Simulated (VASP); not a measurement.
# PtS2 (P1) in VASP: a series of runs, part 2 of 3

VASP 6.6.1. Earlier steps stand in the parts before.

## 3. Single point, r2SCAN

POSCAR reads:

```
PtS2
1.0
    7.1052481869      0.0000000000      0.0000000000
   -3.5526240935      6.1533254301      0.0000000000
    0.0000000000      0.0000000000      5.1228306381
Pt S
4 8
Direct
   -0.0022231906     -0.0012633819     -0.0001343008
    0.0009994234      0.5006648901      0.0033776248
    0.4987616596      0.0003632182      0.0013623328
    0.5029191580      0.5008608817     -0.0003982173
    0.1635766206      0.3261199205      0.2395331969
    0.3318110100      0.1662741572      0.7525402014
    0.1657477606      0.8319025311      0.2339374624
    0.3353261858      0.6735699334      0.7550803986
    0.6646934398      0.3302701967      0.2369045720
    0.8360272932      0.1677319056      0.7611489185
    0.6684338908      0.8382028642      0.2398986199
    0.8316024062      0.6621219772      0.7553552466
```

INCAR.step1 reads:

```
PREC = Accurate
ENCUT = 520
ISMEAR = -1
SIGMA = 0.02
LREAL = False
LASPH = True
NELM = 80
NBANDS = 56
GGA = PE
ALGO = Normal
EDIFF = 1E-4
LWAVE = True
LCHARG = False
```

INCAR.step2 reads:

```
PREC = Accurate
ENCUT = 520
EDIFF = 1E-7
ISMEAR = -1
SIGMA = 0.02
LREAL = False
LASPH = True
NELM = 80
ALGO = Normal
ISIF = 2
LWAVE = False
LCHARG = False
METAGGA = R2SCAN
LMIXTAU = True
NBANDS = 56
ISTART = 1
```

KPOINTS reads:

```
regular mesh
0
Gamma
  3 3 4
```

Potentials or basis: VASP PAW PBE potentials, release 64 (Pt, S).

On the command line:

```sh
$ cat potpaw_PBE.64/Pt/POTCAR potpaw_PBE.64/S/POTCAR > POTCAR
$ cp INCAR.step1 INCAR
$ mpirun -np 1 vasp_std > vasp.out
$ cp INCAR.step2 INCAR
$ mpirun -np 1 vasp_std > vasp.out
```

OUTCAR:

```text
PREC = Accurate
   ENCUT = 520
   EDIFF = 1E-7
   ISMEAR = -1
   LREAL = False
   LASPH = True
   NELM = 80
   ISIF = 2
   METAGGA = R2SCAN
   ISTART = 1

 ion  position               nearest neighbor table
   1  0.998  0.999  1.000-   5 2.36  11 2.37  10 2.37   7 2.38   6 2.41  12 2.42
   2  0.001  0.501  0.003-   7 2.36   9 2.39  10 2.40  12 2.40   5 2.40   8 2.42
   3  0.499  0.000  0.001-   9 2.36   7 2.37   8 2.37  11 2.38   6 2.41  10 2.41
   4  0.503  0.501  1.000-  12 2.38   9 2.38  11 2.41   6 2.42   5 2.42   8 2.44
   5  0.164  0.326  0.240-   1 2.36   2 2.40   4 2.42
   6  0.332  0.166  0.753-   3 2.41   1 2.41   4 2.42
   7  0.166  0.832  0.234-   2 2.36   3 2.37   1 2.38
   8  0.335  0.674  0.755-   3 2.37   2 2.42   4 2.44
   9  0.665  0.330  0.237-   3 2.36   4 2.38   2 2.39
  10  0.836  0.168  0.761-   1 2.37   2 2.40   3 2.41
  11  0.668  0.838  0.240-   1 2.37   3 2.38   4 2.41
  12  0.832  0.662  0.755-   4 2.38   2 2.40   1 2.42

  LATTYP: Found a hexagonal cell.
 ALAT       =     7.1052481869
[... 209 lines left out ...]
      5      -7.4077      2.00000
      6      -7.3626      2.00000
[... 1110 lines left out ...]
     55      12.8903      0.00000
     56      13.6296      0.00000

------------------------ aborting loop because EDIFF is reached ----------------------------------------

  FORCE on cell =-STRESS in cart. coord.  units (eV):
  Direction    XX          YY          ZZ          XY          YZ          ZX
  --------------------------------------------------------------------------------------
  -------------------------------------------------------------------------------------
  Total        0.7801861      1.5362355      1.0072715     -0.0298375      0.7613449      0.0538208
  in kB        5.5809695     10.9892798      7.2053981     -0.2134387      5.4461913      0.3850005
  external PRESSURE =       7.9252158 kB  Pullay stress =       0.0000000 kB

 VOLUME and BASIS-vectors are now :
 -----------------------------------------------------------------------------
  energy-cutoff  :      520.00
  volume of cell :      223.97
      direct lattice vectors                 reciprocal lattice vectors
     7.105248187  0.000000000  0.000000000     0.140741037  0.081256876  0.000000000
    -3.552624093  6.153325430  0.000000000     0.000000000  0.162513752  0.000000000
     0.000000000  0.000000000  5.122830638     0.000000000  0.000000000  0.195204579

 POSITION                                       TOTAL-FORCE (eV/Angst)
 -----------------------------------------------------------------------------------
      3.54132      6.14555      5.12214         0.314069     -0.070990     -0.457301
     -1.77157      3.08075      0.01730         0.087579     -0.271458     -0.506821
      3.54253      0.00223      0.00698         0.124076      0.158114     -0.494626
      1.79399      3.08196      5.12079        -0.565389     -0.125564     -0.186938
      0.00367      2.00672      1.22709         0.116451      0.549787     -0.080985
      1.76689      1.02314      3.85514         0.056008      0.051529      0.490155
     -1.77776      5.11897      1.19842        -0.107048      0.123188      0.287375
     -0.01037      4.14470      3.86815         0.168440     -0.495359      0.430277
      3.54949      2.03226      1.21362         0.008223      0.242623      0.120018
      5.34429      1.03211      3.89924        -0.245405      0.009386      0.101294
      1.77157      5.15773      1.22896         0.023664     -0.414860     -0.059894
      3.55647      4.07425      3.86956         0.019334      0.243604      0.357446
 -----------------------------------------------------------------------------------
    total drift:                                0.000069     -0.000108      0.000368

  FREE ENERGIE OF THE ION-ELECTRON SYSTEM (eV)
  ---------------------------------------------------
  free  energy   TOTEN  =      -275.3182298811 eV

  energy  without entropy=     -275.3182298811  energy(sigma->0) =     -275.31822988
```

OUTCAR.step1:

```text
PREC = Accurate
   ENCUT = 520
   ISMEAR = -1
   LREAL = False
   LASPH = True
   NELM = 80
[... 1373 lines left out ...]
      5.34429      1.03211      3.89924        -0.237163      0.012392      0.024137
      1.77157      5.15773      1.22896         0.016029     -0.400280      0.021222
      3.55647      4.07425      3.86956         0.025245      0.239813      0.264621
 -----------------------------------------------------------------------------------
    total drift:                                0.000056      0.000071     -0.000798

  FREE ENERGIE OF THE ION-ELECTRON SYSTEM (eV)
  ---------------------------------------------------
  free  energy   TOTEN  =       -61.5063852759 eV

  energy  without entropy=      -61.5063852752  energy(sigma->0) =      -61.50638528
```

OSZICAR.step1:

```text
N       E                     dE             d eps       ncg     rms          rms(c)
DAV:   1     0.533737801178E+03    0.53374E+03   -0.41324E+04  2128   0.142E+03
DAV:   2    -0.250302979480E+02   -0.55877E+03   -0.53709E+03  2464   0.279E+02
DAV:   3    -0.658559152325E+02   -0.40826E+02   -0.39489E+02  2568   0.721E+01
DAV:   4    -0.668597496607E+02   -0.10038E+01   -0.10006E+01  2512   0.127E+01
DAV:   5    -0.668869739400E+02   -0.27224E-01   -0.27212E-01  2624   0.201E+00    0.356E+01
DAV:   6    -0.625042954660E+02    0.43827E+01   -0.28318E+01  2240   0.314E+01    0.246E+01
DAV:   7    -0.615665326192E+02    0.93776E+00   -0.55757E+00  2216   0.146E+01    0.108E+01
DAV:   8    -0.615465910624E+02    0.19942E-01   -0.55902E-01  2432   0.255E+00    0.341E+00
DAV:   9    -0.615045957265E+02    0.41995E-01   -0.11330E-01  2352   0.222E+00    0.678E-01
DAV:  10    -0.615059283125E+02   -0.13326E-02   -0.17578E-02  2456   0.529E-01    0.321E-01
DAV:  11    -0.615061626428E+02   -0.23433E-03   -0.62783E-04  2504   0.142E-01    0.205E-01
DAV:  12    -0.615063738711E+02   -0.21123E-03   -0.34851E-04  2240   0.924E-02    0.499E-02
DAV:  13    -0.615063852759E+02   -0.11405E-04   -0.36530E-05  1392   0.261E-02
   1 F= -.61506385E+02 E0= -.61506385E+02  d E =-.704294E-09
```

It took 13 min on 1 thread of Intel Xeon Platinum 8559C (Emerald Rapids), shared host; peak memory 0.45 GiB.

What came out:

```yaml
Free_energy: -275.3182 eV
Pressure: 0.8 GPa
Largest_force: 0.677 eV/Å
Band_gap_on_the_k_mesh: 0.90 eV
```

Forces in eV/Å, atoms in the order of the input:
```
Pt   0.314 -0.071 -0.457
Pt   0.088 -0.271 -0.507
Pt   0.124  0.158 -0.495
Pt  -0.565 -0.126 -0.187
S    0.116  0.550 -0.081
S    0.056  0.052  0.490
S   -0.107  0.123  0.287
S    0.168 -0.495  0.430
S    0.008  0.243  0.120
S   -0.245  0.009  0.101
S    0.024 -0.415 -0.060
S    0.019  0.244  0.357
```

Stress tensor (GPa, compression positive):
```
 0.56 -0.02  0.04
-0.02  1.10  0.54
 0.04  0.54  0.72
```

Caveat: the PAW data sets were made with another functional, which shifts forces and pressure a little; spin-orbit coupling is left out, which moves the levels of the heavy elements. A k mesh can miss the band edges.

## 4. Single point, r2SCAN

POSCAR reads:

```
PtS2
1.0
    7.1052481869      0.0000000000      0.0000000000
   -3.5526240935      6.1533254301      0.0000000000
    0.0000000000      0.0000000000      5.1228306381
Pt S
4 8
Direct
   -0.0007628709     -0.0008496219      0.0033538099
   -0.0007293399      0.4990612044      0.0012059739
    0.4998494057      0.0006609434     -0.0029550069
    0.5009374580      0.4997894285      0.0031427937
    0.1709310837      0.3359879180      0.2336112756
    0.3341891065      0.1639640242      0.7558046076
    0.1701840296      0.8414511891      0.2384156507
    0.3348584587      0.6666453849      0.7608467418
    0.6653955900      0.3336170049      0.2402868818
    0.8294516691      0.1688371616      0.7625239396
    0.6684685220      0.8338959248      0.2400239412
    0.8362407492      0.6664386674      0.7575067915
```

INCAR.step1 reads:

```
ALGO = Normal
EDIFF = 1E-4
ENCUT = 520
GGA = PE
ISMEAR = -1
LASPH = True
LCHARG = False
LREAL = False
LWAVE = True
NBANDS = 56
NELM = 60
PREC = Accurate
SIGMA = 0.02
```

INCAR.step2 reads:

```
ALGO = Normal
EDIFF = 1E-6
ENCUT = 520
ISIF = 2
ISMEAR = -1
ISTART = 1
LASPH = True
LCHARG = False
LMIXTAU = True
LREAL = False
LWAVE = False
METAGGA = R2SCAN
NBANDS = 56
NELM = 60
PREC = Accurate
SIGMA = 0.02
```

KPOINTS reads:

```
k-points
0
Gamma
  3 3 4
```

On the command line:

```sh
$ cat potpaw_PBE.64/Pt/POTCAR potpaw_PBE.64/S/POTCAR > POTCAR
$ cp INCAR.step1 INCAR
$ mpirun -np 1 vasp_std > vasp.out
$ cp INCAR.step2 INCAR
$ mpirun -np 1 vasp_std > vasp.out
```

Wall time 12 min (1 thread of Intel Xeon Platinum 8559C (Emerald Rapids), shared host); peak memory 0.44 GiB.

It converged, with:

```yaml
Free_energy: -275.3305 eV
Pressure: 1.3 GPa
Largest_force: 0.805 eV/Å
Band_gap_on_the_k_mesh: 0.94 eV
```

Forces in eV/Å, atoms in the order of the input:
```
Pt  -0.008  0.341 -0.729
Pt   0.115  0.396  0.039
Pt   0.064 -0.092  0.364
Pt   0.076  0.063 -0.673
S   -0.272 -0.190  0.370
S   -0.300  0.261  0.315
S    0.142 -0.567  0.014
S   -0.074 -0.079  0.054
S    0.157 -0.050 -0.071
S    0.508 -0.137 -0.060
S   -0.189  0.026  0.003
S   -0.218  0.027  0.375
```

Stress tensor (GPa, compression positive):
```
 1.63  0.04 -0.05
 0.04  0.95 -0.66
-0.05 -0.66  1.31
```

Levels at points of the mesh, in eV from the valence-band top:
| k point | band 41 | band 42 | band 43 | band 44 | band 45 | band 46 | band 47 | band 48 |
| --- | --- | --- | --- | --- | --- | --- | --- | --- |
| (0.00, 0.00, 0.00) | -2.08 | -1.09 | -1.04 | 0.00 | 1.67 | 1.72 | 1.73 | 2.25 |
| (0.00, 0.00, 0.50) | -1.43 | -1.32 | -1.29 | -1.11 | 1.85 | 1.88 | 1.95 | 2.38 |

Caveat: the PAW data sets were made with another functional, which shifts forces and pressure a little; spin-orbit coupling is left out, which moves the levels of the heavy elements. A k mesh can miss the band edges.

[end of part 2 of 3]
